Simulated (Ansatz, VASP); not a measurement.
One calculation of TaN, two programs

```
Ta N
1.0
     0.00000    2.21132    2.21132
     2.21132    0.00000    2.21132
     2.21132    2.21132    0.00000
Ta N
1 1
Direct
  0.50000 0.50000 0.50000
  0.00000 0.00000 0.00000
```

Alike in both runs: functional r2SCAN; k mesh 10 × 10 × 10; occupations fermi-dirac, width 0.05 eV; no spin polarisation; Hubbard terms Ta d U = 6.0 eV.

|  | VASP | Ansatz |
| --- | --- | --- |
| version | VASP 6.6.1 | Ansatz 0.2.0 |
| potentials or method | VASP PAW PBE potentials, release 64 (Ta_sv_GW, N) | Ansatz PAW |
| plane-wave cutoff (eV) | 660 | 500 |
| valence electrons in the cell | 18 | 18 |
| task | single point | projected density of states |

VASP gave:

```
gap on the k mesh at the Fermi level (eV) : none
pressure (GPa)                            : 12.1
```

**Question.** Estimate Ansatz's values.

**Answer.** gap on the k mesh at the Fermi level (eV): none; pressure (GPa): -0.1.

VASP's potentials were made for PBE, not for r2SCAN. The programs project onto different local orbitals, so the same U acts differently, and such runs can settle in different states. A gap of «none» marks a metal or a gap that the smearing closes.

Neither program's run includes spin-orbit coupling.
